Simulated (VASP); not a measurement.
Set up this calculation in VASP 6.6.1, as the native input.

| Property | Result |
| --- | --- |
| Task | single point |
| Functional | LDA |
| Potentials or basis | VASP PAW LDA potentials, release 64 (Ni, O) |
| Cutoff | 520 eV |
| k mesh | 8 × 8 × 8 |
| Occupations | gaussian, width 0.05 eV |
| Spin | collinear spin, ferromagnetic start |
| Starting moments | [2.0, 2.0, 0.0, 0.0] μB |
| Hubbard terms | Ni d U = 5.0 eV, J = 0.9 eV |
| Dipole correction | no |
| LDAUTYPE | 1 |
| Hund's J | 0.9 |
| Further INCAR settings | ALGO = Normal; EDIFF = 1e-06; NBANDS = 28 |

The structure of NiO lies in POSCAR:

```
NiO
1.0
    0.0000000000      2.0913095100      2.0913095100
    2.0913095100      0.0000000000      2.0913095100
    4.1826190200      4.1826190200      0.0000000000
Ni O
2 2
Direct
    0.0000000000      0.0000000000      0.0000000000
    0.0000000000      0.0000000000      0.5000000000
    0.5000000000      0.5000000000      0.2500000000
    0.5000000000      0.5000000000      0.7500000000
```

These files were run (other wordings do the same):

INCAR

```
ALGO = Normal
EDIFF = 1E-6
ENCUT = 520
GGA = CA
ISIF = 2
ISMEAR = 0
ISPIN = 2
LASPH = True
LCHARG = False
LDAU = True
LDAUJ = 0.9 0
LDAUL = 2 -1
LDAUPRINT = 1
LDAUTYPE = 1
LDAUU = 5 0
LMAXMIX = 4
LORBIT = 11
LREAL = False
LWAVE = False
MAGMOM = 2 2 0 0
NBANDS = 28
NELM = 150
PREC = Accurate
SIGMA = 0.05
```

KPOINTS

```
k-points
0
Gamma
  8 8 8
```

Potentials or basis: VASP PAW LDA potentials, release 64 (Ni, O).

The run is started by

```console
$ cat potpaw_LDA.64/Ni/POTCAR potpaw_LDA.64/O/POTCAR > POTCAR
$ mpirun -np 1 vasp_std > vasp.out
```

Results of the run:

```yaml
Pressure: -14.5 GPa
Band_gap_on_the_k_mesh: 1.20 eV
Net_moment: 4.00 μB per cell
Site_moments: Ni +1.73; O +0.24 μB
Valence_electrons_inside_the_program's_atomic_spheres: Ni 9.01; O 4.98
```

Caveat: the cell stands under tension.

Run time: 2.8 min on 1 thread of Intel Xeon 8259CL, with other jobs on the host, peak memory 0.23 GiB.
